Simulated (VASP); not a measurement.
Wanted: the native input for a VASP 6.6.1 run.

| Quantity | Value |
| --- | --- |
| Task | relaxation of cell and atoms |
| Functional | PBE |
| Potentials or basis | VASP PAW PBE potentials, release 64 (Al, As) |
| Cutoff | 600 eV |
| k mesh | 4 × 4 × 4 |
| Occupations | gaussian, width 0.1 eV |
| Spin | no spin polarisation |
| Dipole correction | no |
| Further INCAR settings | ALGO = Fast; EDIFF = 1e-06; IBRION = 2; EDIFFG = -0.04; NSW = 90; ISIF = 3 |

The structure of Al5As lies in POSCAR:

```
Al5As
1.0
    3.3324504100     -3.3731463000      0.0000000000
    3.3324504100      3.3731463000      0.0000000000
    0.0000000000      0.0000000000      5.2774352400
Al As
5 1
Direct
    0.0000000000      0.0000000000      0.0000000000
    0.3233465300      0.6766534700      0.2384991700
    0.6766534700      0.3233465300      0.2384991700
    0.3233465300      0.6766534700      0.7615008300
    0.6766534700      0.3233465300      0.7615008300
    0.0000000000      0.0000000000      0.5000000000
```

The input as run:

INCAR

```
  PREC = Accurate
  ENCUT = 600
  EDIFF = 1E-6
  ISMEAR = 0
  SIGMA = 0.1
  LREAL = F
  LASPH = T
  NELM = 60
  ALGO = Fast
  ISIF = 3
  LWAVE = F
  LCHARG = F
  GGA = PE
  IBRION = 2
  NSW = 90
  EDIFFG = -0.04
```

KPOINTS

```
Automatic mesh
0
Gamma
  4 4 4
```

Potentials or basis: VASP PAW PBE potentials, release 64 (Al, As).

Command:

```bash
$ cat potpaw_PBE.64/Al/POTCAR potpaw_PBE.64/As/POTCAR > POTCAR
$ mpirun -np 1 vasp_std > vasp.out
```

Results of the run:

The relaxed volume is 18.16 Å³/atom, the relaxed cell is a = 4.768 Å, b = 4.768 Å, c = 5.378 Å, α = 90.00°, β = 90.00°, γ = 116.92° and the space group after relaxing (to 0.05 Å) is Cmmm (No. 65). The energy gained by relaxing is 339.9 meV/atom and the ionic steps are 16. The pressure after relaxing is 0.0 GPa and the largest force after relaxing is 0.028 eV/Å.

Wall time 3.2 min on 1 thread of Intel(R) Xeon(R) 6975P-C (Granite Rapids) (shared host), peak memory 0.28 GiB.
